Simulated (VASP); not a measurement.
DyC3:

```xyz
4
Lattice="3.6127 0.0000 0.0000 -1.0004 3.9489 0.0000 -1.7393 -1.6330 4.3183" Properties=species:S:1:pos:R:3 pbc="T T T"
Dy    1.3061    1.9745    0.0000
C     1.9720   -0.1880    2.5886
C    -1.0991    2.5039    1.7298
C     0.4365    1.1579    2.1592
```

The cell was generated, and may not be a known phase.

```yaml
Program: VASP 6.6.1
Task: relaxation of cell and atoms
Functional: PBE
Potentials_or_basis: VASP PAW PBE potentials, release 64 (Dy_3, C), 4f in core
Cutoff: 600 eV
k_mesh: 6 × 5 × 5
Occupations: gaussian, width 0.2 eV
Spin: no spin polarisation
```

At the start: pressure -6.9 GPa; volume 15.40 Å³/atom.

Task: Where does the relaxation end?

Result: Over 28 steps the energy falls by 2404.8 meV/atom and the volume is 12.01 Å³/atom (-22.0 %); space group P-1 (No. 2, to 0.1 Å) before and after.

The path:
```
step  energy change (eV)  largest force (eV/Å)  pressure (GPa)  volume (Å³)
   1              0.0000                3.5070           -6.91        61.61
   2             -2.5026                0.9781          -14.66        55.18
   3             -3.6725                0.6003           -9.46        49.78
   4             -2.6901               11.8089           82.25        37.71
   5             -3.9739                0.7088           -5.14        47.84
   6             -4.4523                3.2240           20.57        42.91
   7             -5.3919                6.6828           33.37        42.78
   8             -5.4042                7.5527           36.95        42.70
   9             -6.8355                2.9891           21.64        45.89
  10             -7.0263                6.0612           14.62        49.13
  11             -7.0942                4.3396           15.96        48.27
  12             -7.6764                2.3693            1.59        51.88
  13             -7.8061                2.3032           -6.51        54.69
  14             -8.1087                1.8169           -7.12        54.81
  15             -8.7760                0.9771           -8.38        54.95
  16             -9.0488                1.6339          -10.29        54.14
  17             -9.1037                1.0814           -9.30        54.65
  18             -9.3952                0.9852           -2.30        50.84
  19             -9.4670                1.3651            3.91        48.43
  20             -9.5354                1.0448            0.47        47.19
  21             -9.5583                0.4685            1.29        47.61
  22             -9.5918                0.2594            0.44        47.77
  23             -9.6077                0.2667           -0.44        47.97
  24             -9.6158                0.1306            0.43        47.88
  25             -9.6167                0.0656            0.85        47.83
  26             -9.6177                0.2616           -0.48        48.08
  27             -9.6182                0.1444            0.00        47.99
  28             -9.6191                0.0240           -0.08        48.05
```

Final structure:
```
Dy C
1.0
     3.39700    1.37332    0.54618
     0.61078    3.82375   -0.35652
    -1.23645   -2.43945    4.00265
Dy C
1 3
Cartesian
  0.7674 0.1591 4.0975
  2.4175 0.5022 1.9771
  0.3538 2.2554 2.2152
  1.3857 1.3788 2.0961
```

Caveat: the volume moved by over 15 % at a fixed basis, so the end points are rough; an odd number of electrons without spin polarisation forces a metal; a magnetic or distorted state may lie lower.
